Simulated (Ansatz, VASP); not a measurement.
BaS: VASP beside Ansatz

The input INCAR:

```
ALGO = Normal ; EDIFF = 1E-6
ENCUT = 520 ; ISIF = 2
ISMEAR = 0 ; LASPH = True
LCHARG = False ; LREAL = False
LWAVE = False ; NBANDS = 15
NELM = 80 ; PREC = Accurate
SIGMA = 0.05
```

The input KPOINTS:

```
k-points
0
Gamma
  10 10 8
```

File POSCAR:

```
BaS
1.0
    4.3652937922      0.0000000000      0.0000000000
   -2.1826468961      3.7804553190      0.0000000000
    0.0000000000      0.0000000000      3.9780699241
Ba S
1 1
Direct
    0.0000000000      0.0000000000      0.0000000000
    0.6666666667      0.3333333333      0.5000000000
```

Input for Ansatz:

```yaml
crystal:
  lattice:
    - [4.3652937922, 0.0, 0.0]
    - [-2.1826468961, 3.780455319, 0.0]
    - [0.0, 0.0, 3.9780699241]
  atoms:
    - { symbol: Ba, position: [0.0, 0.0, 0.0] }
    - { symbol: S, position: [0.6666666667, 0.3333333333, 0.5] }
basis:
  ecutwfc: 420
  ecutrho_ratio: 4
kpoints:
  mp_grid: { grid: [10, 10, 8] }
hamiltonian:
  xc: lda
scf:
  occupations: { method: gaussian, width: 0.05 }
output:
  forces: true
  stress: true
  eigenvalues: true
  populations: true
```

Alike in both runs: task single point; functional LDA; k mesh 10 × 10 × 8; occupations gaussian, width 0.05 eV; no spin polarisation.

|  | VASP | Ansatz |
| --- | --- | --- |
| version | VASP 6.6.1 | Ansatz 0.2.0 |
| potentials or method | VASP PAW LDA potentials, release 64 (Ba_sv, S), cutoff 520 eV | scalar-relativistic, plane waves, PAW |
| valence electrons in the cell | 16 | 16 |

VASP gave:

```
gap on the k mesh at the Fermi level (eV)                     : 1.75
least direct gap on the mesh (eV)                             : 1.75
pressure (GPa)                                                : -2.6
traceless stress, the component that is largest in VASP (GPa) : -0.27
```

Task: What did Ansatz give for the same quantities?

Result: gap on the k mesh at the Fermi level (eV): 1.83; least direct gap on the mesh (eV): 1.83; pressure (GPa): -3.2; traceless stress, the component that is largest in VASP (GPa): -0.37.

LDA's correlation is that of Perdew and Zunger in VASP and of Perdew and Wang (1992) in Ansatz.

Spin-orbit coupling is off throughout.
